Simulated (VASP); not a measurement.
# TaN (P-6m2) in VASP: notebook

TaN is run at these levels: PBEsol; tasks: single point.

Everything below comes from runs of VASP 6.6.1. Logs are shortened: lines on timing, memory, paths and dates and some standing lists are left out, and cuts for length are marked.

## Step 1: The cell of the first run

It takes space group P-6m2 (No. 187, hexagonal). Conventional cell: a = 2.885 Å, b = 2.885 Å, c = 2.839 Å, α = 90.00°, β = 90.00°, γ = 120.00°. Ta (site symmetry -6m2) has 6 N at 2.19 Å and 8 Ta at 2.84 to 2.88 Å within 2.9 Å. N (site symmetry -6m2) has 6 Ta at 2.19 Å and 8 N at 2.84 to 2.88 Å within 2.9 Å.

## Step 2: Single point, PBEsol

Input file INCAR:

```
PREC = Accurate ; ENCUT = 520
EDIFF = 1E-7 ; ISMEAR = -1
SIGMA = 0.05 ; LREAL = False
LASPH = True ; NELM = 60
ALGO = Normal ; ISIF = 2
LWAVE = False ; LCHARG = False
GGA = PS ; NBANDS = 15
```

Input file KPOINTS:

```
regular mesh
0
Gamma
  18 18 16
```

Input file POSCAR:

```
TaN
1.0
    2.8846210257      0.0000000000      0.0000000000
   -1.4423105129      2.4981550885      0.0000000000
    0.0000000000      0.0000000000      2.8391862172
Ta N
1 1
Direct
    0.0000000000      0.0000000000      0.5000000000
    0.6666666667      0.3333333333      0.0000000000
```

Potentials or basis: VASP PAW PBE potentials, release 64 (Ta_pv, N).

Command:

```
cat potpaw_PBE.64/Ta_pv/POTCAR potpaw_PBE.64/N/POTCAR > POTCAR
mpirun -np 1 vasp_std > vasp.out
```

OUTCAR:

```text
PREC = Accurate
   ENCUT = 520
   EDIFF = 1E-7
   ISMEAR = -1
   LREAL = False
   LASPH = True
   NELM = 60
   ISIF = 2
   GGA = PS

 ion  position               nearest neighbor table
   1  0.000  0.000  0.500-   2 2.19   2 2.19   2 2.19   2 2.19   2 2.19   2 2.19
   2  0.667  0.333  0.000-   1 2.19   1 2.19   1 2.19   1 2.19   1 2.19   1 2.19

  LATTYP: Found a hexagonal cell.
 ALAT       =     2.8846210257
 C/A-ratio  =     0.9842492972

  Lattice vectors:

 A1 = (   2.8846210257,   0.0000000000,   0.0000000000)
 A2 = (  -1.4423105129,   2.4981550885,   0.0000000000)
 A3 = (   0.0000000000,   0.0000000000,   2.8391862172)

Analysis of symmetry for initial positions (statically):
=====================================================================
 Subroutine PRICEL returns:
 Original cell was already a primitive cell.

 Routine SETGRP: Setting up the symmetry group for a
 hexagonal supercell.

 Subroutine GETGRP returns: Found 12 space group operations
 (whereof 12 operations were pure point group operations)
 out of a pool of 24 trial point group operations.

The static configuration has the point symmetry D_3h.

Analysis of symmetry for dynamics (positions and initial velocities):
=====================================================================
 Subroutine PRICEL returns:
 Original cell was already a primitive cell.

 Routine SETGRP: Setting up the symmetry group for a
 hexagonal supercell.

 Subroutine GETGRP returns: Found 12 space group operations
 (whereof 12 operations were pure point group operations)
 out of a pool of 24 trial point group operations.

The dynamic configuration has the point symmetry D_3h.

 Subroutine INISYM returns: Found 12 space group operations
 (whereof 12 operations are pure point group operations),
 and found     1 'primitive' translations

----------------------------------------------------------------------------------------

                                     Primitive cell

  volume of cell :      20.4598

  direct lattice vectors                    reciprocal lattice vectors
     2.884621026  0.000000000  0.000000000     0.346665989  0.200147702  0.000000000
    -1.442310513  2.498155088  0.000000000     0.000000000  0.400295404  0.000000000
     0.000000000  0.000000000  2.839186217     0.000000000  0.000000000  0.352213600

  length of vectors
     2.884621026  2.884621026  2.839186217     0.400295404  0.400295404  0.352213600

  position of ions in fractional coordinates (direct lattice)
     0.000000000  0.000000000  0.500000000
     0.666666667  0.333333333  0.000000000

  ion indices of the primitive-cell ions
   primitive index   ion index
                 1           1
                 2           2

----------------------------------------------------------------------------------------

 KPOINTS: regular mesh

Automatic generation of k-mesh.
 Grid dimensions read from file:
 generate k-points for:   18   18   16

 Generating k-lattice:

  Cartesian coordinates                     Fractional coordinates (reciprocal lattice)
     0.019259222  0.011119317  0.000000000     0.055555556  0.000000000  0.000000000
     0.000000000  0.022238634  0.000000000     0.000000000  0.055555556  0.000000000
     0.000000000  0.000000000  0.022013350     0.000000000  0.000000000  0.062500000

  Length of vectors
     0.022238634  0.022238634  0.022013350

  Shift w.r.t. Gamma in fractional coordinates (k-lattice)
     0.000000000  0.000000000  0.000000000

 Subroutine IBZKPT returns following result:
 ===========================================

 Found    333 irreducible k-points:

 Following reciprocal coordinates:
            Coordinates               Weight
  0.000000  0.000000  0.000000      1.000000
  0.055556  0.000000  0.000000      6.000000
  0.111111  0.000000  0.000000      6.000000
  0.166667  0.000000  0.000000      6.000000
  0.222222  0.000000  0.000000      6.000000
  0.277778  0.000000  0.000000      6.000000
[... 16 lines left out ...]
  0.333333  0.111111  0.000000     12.000000
  0.388889  0.111111  0.000000     12.000000
 [... further k-points ...]
   k-points           NKPTS =    333   k-points in BZ     NKDIM =    333   number of bands    NBANDS=     15
   number of dos      NEDOS =    301   number of ions     NIONS =      2
   total plane-waves  NPLWV =  13824
   dimension x,y,z NGX =    24 NGY =   24 NGZ =   24
   dimension x,y,z NGXF=    48 NGYF=   48 NGZF=   48
   ions per type =               1   1
   NGX,Y,Z   is equivalent  to a cutoff of  13.83, 13.83, 14.05 a.u.
   NGXF,Y,Z  is equivalent  to a cutoff of  27.66, 27.66, 28.11 a.u.
 SYSTEM =  unknown system
   PREC   = accura    normal or accurate (medium, high low for compatibility)
   ISTART =      0    job   : 0-new  1-cont  2-samecut
   ICHARG =      2    charge: 1-file 2-atom 10-const
   ISPIN  =      1    spin polarized calculation?
   LNONCOLLINEAR =      F non collinear calculations
   LSORBIT =      F    spin-orbit coupling
[... 27 lines left out ...]
   LORBIT       =      0    0 simple, 1 ext, 2 COOP (PROOUT), +10 PAW based schemes
   GGA     = PS    functional components
   LHFCALC =     F    Hartree Fock is set to
   AEXX    =    0.0000 exact exchange contribution
   IVDW    =     0    specifies the selected vdW correction
   LEPSILON=     F    determine dielectric tensor
   LRPA    =     F    only Hartree local field effects (RPA)
 non-spin polarized calculation
  energy-cutoff  :      520.00
  volume of cell :       20.46
 maximum number of plane-waves:       575
 NGX is ok and might be reduce to    24
   NGX = 11   NGY = 11   NGZ = 11

 number of electron      15.9999998 magnetization

 Free energy of the ion-electron system (eV)
  ---------------------------------------------------
  ext. energy  EPLUGINS =         0.00000000
  ---------------------------------------------------
  free energy    TOTEN  =       -23.76439645 eV

  energy without entropy =      -23.76390567  energy(sigma->0) =      -23.76415106

 E-fermi :   8.6008     XC(G=0): -13.7917

 val. band max:        8.5498394220   @ k =   0.0000   0.0000   0.4375
 cond. band min:       8.6361938628   @ k =   0.0556   0.0000   0.5000
 fundamental gap:      0.0863544408
 Fermi energy:         8.6008426721

 k-point     1 :       0.0000    0.0000    0.0000
  band No.  band energies     occupation
      1     -25.9938      2.00000
      2     -25.6865      2.00000
      3     -25.6865      2.00000
      4      -9.4891      2.00000
      5       3.8713      2.00000
      6       3.8713      2.00000
      7       4.1599      2.00000
      8       5.6587      2.00000
      9      11.2822      0.00000
     10      12.4706      0.00000
     11      12.4707      0.00000
     12      12.9226      0.00000
     13      12.9226      0.00000
     14      21.9845      0.00000
     15      22.3426      0.00000

 k-point     2 :       0.0556    0.0000    0.0000
  band No.  band energies     occupation
      1     -25.9884      2.00000
      2     -25.7284      2.00000
      3     -25.6952      2.00000
      4      -9.4166      2.00000
      5       3.6494      2.00000
      6       3.9259      2.00000
      7       4.2762      2.00000
      8       5.5540      2.00000
      9      11.5390      0.00000
     10      12.3148      0.00000
     11      12.4795      0.00000
     12      12.8853      0.00000
     13      13.0183      0.00000
     14      21.9806      0.00000
     15      22.3329      0.00000

 k-point     3 :       0.1111    0.0000    0.0000
  band No.  band energies     occupation
      1     -25.9731      2.00000
      2     -25.8476      2.00000
      3     -25.7203      2.00000
      4      -9.2076      2.00000
      5       3.1395      2.00000
      6       4.0813      2.00000
      7       4.5359      2.00000
      8       5.2698      2.00000
      9      11.8906      0.00000
     10      12.2333      0.00000
     11      12.5165      0.00000
     12      12.7796      0.00000
     13      13.2660      0.00000
     14      21.9660      0.00000
     15      22.3088      0.00000
[... 343 lines left out ...]
 k-point    23 :       0.3333    0.1111    0.0000
  band No.  band energies     occupation
      1     -26.7811      2.00000
      2     -26.0249      2.00000
      3     -25.8294      2.00000
      4      -7.1597      2.00000
      5       0.4445      2.00000
      6       3.3734      2.00000
      7       4.3609      2.00000
      8       6.1812      2.00000
      9      11.1972      0.00000
     10      11.2017      0.00000
     11      13.8894      0.00000
     12      15.0031      0.00000
     13      16.9166      0.00000
     14      22.1112      0.00000
     15      22.5321      0.00000

 k-point    24 :       0.3889    0.1111    0.0000
  band No.  band energies     occupation
      1     -26.8679      2.00000
      2     -26.0562      2.00000
      3     -25.8145      2.00000
      4      -6.9279      2.00000
      5       0.2505      2.00000
      6       3.2226      2.00000
      7       4.2153      2.00000
      8       6.2414      2.00000
      9      11.0513      0.00000
     10      11.9455      0.00000
     11      13.5875      0.00000
     12      15.0802      0.00000
     13      17.8246      0.00000
     14      21.4438      0.00000
     15      22.2592      0.00000

 [... further k-points ...]
[... 5 lines left out ...]
  --------------------------------------------------------------------------------------
  -------------------------------------------------------------------------------------
  Total        2.0388343      2.0388343      2.0695111     -0.0000000      0.0000000      0.0000000
  in kB      159.6579235    159.6579235    162.0601772     -0.0000000      0.0000000      0.0000000
  external PRESSURE =     160.4586748 kB  Pullay stress =       0.0000000 kB

 VOLUME and BASIS-vectors are now :
 -----------------------------------------------------------------------------
  energy-cutoff  :      520.00
  volume of cell :       20.46
      direct lattice vectors                 reciprocal lattice vectors
     2.884621026  0.000000000  0.000000000     0.346665989  0.200147702  0.000000000
    -1.442310513  2.498155088  0.000000000     0.000000000  0.400295404  0.000000000
     0.000000000  0.000000000  2.839186217     0.000000000  0.000000000  0.352213600

 POSITION                                       TOTAL-FORCE (eV/Angst)
 -----------------------------------------------------------------------------------
      0.00000      0.00000      1.41959         0.000000     -0.000000      0.000000
      1.44231      0.83272      0.00000        -0.000000      0.000000      0.000000
 -----------------------------------------------------------------------------------
    total drift:                               -0.000000      0.000000      0.000000

  FREE ENERGIE OF THE ION-ELECTRON SYSTEM (eV)
  ---------------------------------------------------
  free  energy   TOTEN  =       -23.7643964525 eV

  energy  without entropy=      -23.7639056743  energy(sigma->0) =      -23.76415106
```

Wall time 1.7 min (1 thread of Intel Xeon 8259CL, shared host); peak memory 0.23 GiB.

Results:

| Quantity | Value |
| --- | --- |
| Free energy | -23.7644 eV |
| Pressure | 16.0 GPa |
| Band gap on the k mesh | zero (bands 8 and 9 overlap by 0.46 eV) |

Caveat: the cell stands under pressure; the PAW data sets were made with another functional, which shifts forces and pressure a little; spin-orbit coupling is left out, which moves the levels of the heavy elements.

## Step 3: Single point, PBEsol

This run uses another cell than the first one, of 10.35 Å³/atom.

Input file INCAR:

```
PREC = Accurate
ENCUT = 520
EDIFF = 1E-6
ISMEAR = -1
SIGMA = 0.05
LREAL = F
LASPH = T
NELM = 80
ALGO = Normal
ISIF = 2
LWAVE = F
LCHARG = F
GGA = PS
NBANDS = 15
```

KPOINTS is that of step 2.

Input file POSCAR:

```
TaN
1.0
    2.8969974683      0.0000000000      0.0000000000
   -1.4484987341      2.5088734022      0.0000000000
    0.0000000000      0.0000000000      2.8491135690
Ta N
1 1
Direct
    0.0000000000      0.0000000000      0.5000000000
    0.6666666667      0.3333333333      0.0000000000
```

Potentials or basis: VASP PAW PBE potentials, release 64 (Ta_pv, N).

Command:

```
cat potpaw_PBE.64/Ta_pv/POTCAR potpaw_PBE.64/N/POTCAR > POTCAR
mpirun -np 1 vasp_std > vasp.out
```

Run time: 95 s. Hardware: 1 thread of Intel Xeon 8259CL, shared host; peak memory 0.23 GiB.

Results (log left out):

| Property | Result |
| --- | --- |
| Free energy | -23.7855 eV |
| Pressure | 11.0 GPa |
| Band gap on the k mesh | zero (bands 8 and 9 overlap by 0.45 eV) |

Stress tensor (GPa, compression positive):
```
10.90  0.00  0.00
 0.00 10.90  0.00
 0.00  0.00 11.13
```

Levels at points of the mesh, in eV from the Fermi level:
```tsv
k point	band 6	band 7	band 8	band 9	band 10	band 11
(0.00, 0.00, 0.00)	-4.68	-4.38	-2.93	2.58	3.81	3.81
(0.50, 0.00, 0.00)	-5.38	-3.63	-3.18	3.18	4.35	5.47
(0.00, 0.00, 0.50)	-3.83	-3.83	-0.08	-0.08	2.57	3.48
(0.50, 0.00, 0.50)	-6.32	-5.87	-0.23	4.49	5.73	6.46
```

Caveat: the cell stands under pressure; the PAW data sets were made with another functional, which shifts forces and pressure a little; spin-orbit coupling is left out, which moves the levels of the heavy elements.

## Step 4: Single point, PBEsol

This run uses another cell than the first one, of 10.43 Å³/atom.

Input file INCAR:

```
PREC = Accurate
ENCUT = 520
EDIFF = 1E-6
ISMEAR = -1
SIGMA = 0.05
LREAL = False
LASPH = True
NELM = 60
ALGO = Normal
ISIF = 2
LWAVE = False
LCHARG = False
GGA = PS
NBANDS = 15
```

Input file KPOINTS:

```
Automatic mesh
0
Gamma
  18 18 16
```

Input file POSCAR:

```
TaN
1.0
    2.9047528420      0.0000000000      0.0000000000
   -1.4523764210      2.5155897529      0.0000000000
    0.0000000000      0.0000000000      2.8553422901
Ta N
1 1
Direct
    0.0000000000      0.0000000000      0.5000000000
    0.6666666667      0.3333333333      0.0000000000
```

Command:

```
cat potpaw_PBE.64/Ta_pv/POTCAR potpaw_PBE.64/N/POTCAR > POTCAR
mpirun -np 1 vasp_std > vasp.out
```

Run time: 93 s. Hardware: 1 thread of Intel Xeon 8259CL, shared host; peak memory 0.23 GiB.

The run converged. Its results:

- Free energy: -23.7949 eV
- Pressure: 7.9 GPa
- Band gap on the k mesh: zero (bands 8 and 9 overlap by 0.44 eV)

Stress tensor (GPa, compression positive):
```
7.86 0.00 0.00
0.00 7.86 0.00
0.00 0.00 8.09
```

Levels at points of the mesh, in eV from the Fermi level:
| k point | band 6 | band 7 | band 8 | band 9 | band 10 | band 11 |
| --- | --- | --- | --- | --- | --- | --- |
| (0.00, 0.00, 0.00) | -4.66 | -4.35 | -2.92 | 2.51 | 3.78 | 3.78 |
| (0.50, 0.00, 0.00) | -5.34 | -3.60 | -3.18 | 3.15 | 4.29 | 5.43 |
| (0.00, 0.00, 0.50) | -3.81 | -3.81 | -0.08 | -0.08 | 2.55 | 3.45 |
| (0.50, 0.00, 0.50) | -6.29 | -5.83 | -0.25 | 4.43 | 5.67 | 6.39 |

Caveat: the cell stands under pressure; the PAW data sets were made with another functional, which shifts forces and pressure a little; spin-orbit coupling is left out, which moves the levels of the heavy elements.

## Step 5: Single point, PBEsol

This run uses another cell than the first one, of 10.51 Å³/atom.

Input file INCAR:

```
SYSTEM = TaN
PREC     = Accurate       ! precision mode
ENCUT    = 520            ! plane-wave cutoff, eV
EDIFF    = 1E-7           ! SCF threshold, eV
ISMEAR   = -1             ! smearing method
SIGMA    = 0.05           ! smearing width, eV
LREAL    = .False.        ! projectors in reciprocal space
LASPH    = .True.         ! aspherical terms in the spheres
NELM     = 100            ! most SCF steps
ALGO     = Normal         ! electronic algorithm
ISIF     = 2              ! what is computed and relaxed
LWAVE    = .False.        ! write WAVECAR
LCHARG   = .False.        ! write CHGCAR
GGA      = PS             ! functional
NBANDS   = 15             ! bands
```

Input file KPOINTS:

```
regular mesh
0
Gamma
  18 18 16
  0 0 0
```

Input file POSCAR:

```
TaN
1.0
    2.9127847011      0.0000000000      0.0000000000
   -1.4563923505      2.5225455469      0.0000000000
    0.0000000000      0.0000000000      2.8617940146
Ta N
1 1
Direct
    0.0000000000      0.0000000000      0.5000000000
    0.6666666667      0.3333333333      0.0000000000
```

Command:

```
cat potpaw_PBE.64/Ta_pv/POTCAR potpaw_PBE.64/N/POTCAR > POTCAR
mpirun -np 1 vasp_std > vasp.out
```

It took 81 s on 1 thread of Intel Xeon 8259CL, shared host; peak memory 0.23 GiB.

It converged, with:

```yaml
Free_energy: -23.8015 eV
Pressure: 4.9 GPa
Band_gap_on_the_k_mesh: zero (bands 8 and 9 overlap by 0.44 eV)
```

Stress tensor (GPa, compression positive):
```
4.83 0.00 0.00
0.00 4.83 0.00
0.00 0.00 5.04
```

Levels at points of the mesh, in eV from the Fermi level:
| k point | band 6 | band 7 | band 8 | band 9 | band 10 | band 11 |
| --- | --- | --- | --- | --- | --- | --- |
| (0.00, 0.00, 0.00) | -4.63 | -4.31 | -2.91 | 2.45 | 3.74 | 3.74 |
| (0.50, 0.00, 0.00) | -5.30 | -3.57 | -3.17 | 3.12 | 4.24 | 5.38 |
| (0.00, 0.00, 0.50) | -3.79 | -3.79 | -0.08 | -0.08 | 2.53 | 3.42 |
| (0.50, 0.00, 0.50) | -6.26 | -5.79 | -0.27 | 4.37 | 5.60 | 6.32 |

Caveat: the cell stands under pressure; the PAW data sets were made with another functional, which shifts forces and pressure a little; spin-orbit coupling is left out, which moves the levels of the heavy elements.

## Step 6: Single point, PBEsol

This run uses another cell than the first one, of 10.63 Å³/atom.

Input file INCAR:

```
  PREC = Accurate
  ENCUT = 520
  EDIFF = 1E-6
  ISMEAR = -1
  SIGMA = 0.05
  LREAL = False
  LASPH = True
  NELM = 100
  ALGO = Normal
  ISIF = 2
  LWAVE = False
  LCHARG = False
  GGA = PS
  NBANDS = 15
```

Input file KPOINTS:

```
regular mesh
0
Gamma
  18 18 16
```

Input file POSCAR:

```
TaN
1.0
    2.9239649421      0.0000000000      0.0000000000
   -1.4619824711      2.5322279197      0.0000000000
    0.0000000000      0.0000000000      2.8707764763
Ta N
1 1
Direct
    0.0000000000      0.0000000000      0.5000000000
    0.6666666667      0.3333333333      0.0000000000
```

Potentials or basis: VASP PAW PBE potentials, release 64 (Ta_pv, N).

Command:

```
cat potpaw_PBE.64/Ta_pv/POTCAR potpaw_PBE.64/N/POTCAR > POTCAR
mpirun -np 1 vasp_std > vasp.out
```

Run time: 1.7 min. Hardware: 1 thread of Intel Xeon 8259CL, shared host; peak memory 0.23 GiB.

Results (log left out):

| Quantity | Value |
| --- | --- |
| Free energy | -23.8058 eV |
| Pressure | 0.8 GPa |
| Band gap on the k mesh | zero (bands 8 and 9 overlap by 0.43 eV) |

Stress tensor (GPa, compression positive):
```
0.78 0.00 0.00
0.00 0.78 0.00
0.00 0.00 0.98
```

Levels at points of the mesh, in eV from the Fermi level:
| k point | band 5 | band 6 | band 7 | band 8 | band 9 | band 10 | band 11 | band 12 |
| --- | --- | --- | --- | --- | --- | --- | --- | --- |
| (0.00, 0.00, 0.00) | -4.59 | -4.59 | -4.26 | -2.89 | 2.36 | 3.69 | 3.69 | 4.09 |
| (0.50, 0.00, 0.00) | -8.36 | -5.24 | -3.52 | -3.15 | 3.07 | 4.16 | 5.32 | 5.44 |
| (0.00, 0.00, 0.50) | -9.44 | -3.75 | -3.75 | -0.08 | -0.08 | 2.51 | 3.38 | 3.38 |
| (0.50, 0.00, 0.50) | -7.39 | -6.22 | -5.74 | -0.29 | 4.29 | 5.51 | 6.23 | 7.26 |

Caveat: the PAW data sets were made with another functional, which shifts forces and pressure a little; spin-orbit coupling is left out, which moves the levels of the heavy elements.

## Step 7: Overview

```tsv
cell	gap on the mesh (eV)	pressure (GPa)
a = 2.885, b = 2.885, c = 2.839 Å, angles 90.0, 90.0, 120.0°, 2 atoms	none	16.0
a = 2.897, b = 2.897, c = 2.849 Å, angles 90.0, 90.0, 120.0°, 2 atoms	none	11.0
a = 2.905, b = 2.905, c = 2.855 Å, angles 90.0, 90.0, 120.0°, 2 atoms	none	7.9
a = 2.913, b = 2.913, c = 2.862 Å, angles 90.0, 90.0, 120.0°, 2 atoms	none	4.9
a = 2.924, b = 2.924, c = 2.871 Å, angles 90.0, 90.0, 120.0°, 2 atoms	none	0.8
```

Alike in all rows: task single point; level PBEsol; potentials or basis VASP PAW PBE potentials, release 64 (Ta_pv, N); no spin polarisation; k mesh 18 × 18 × 16; cutoff (eV) 520; smearing fermi-dirac 0.05 eV.

Caveats: the PAW data sets were made with another functional, which shifts forces and pressure a little; spin-orbit coupling is left out, which moves the levels of the heavy elements; the cell stands under pressure (at least some runs).

Absolute energies hang on the potentials; compare differences alone.
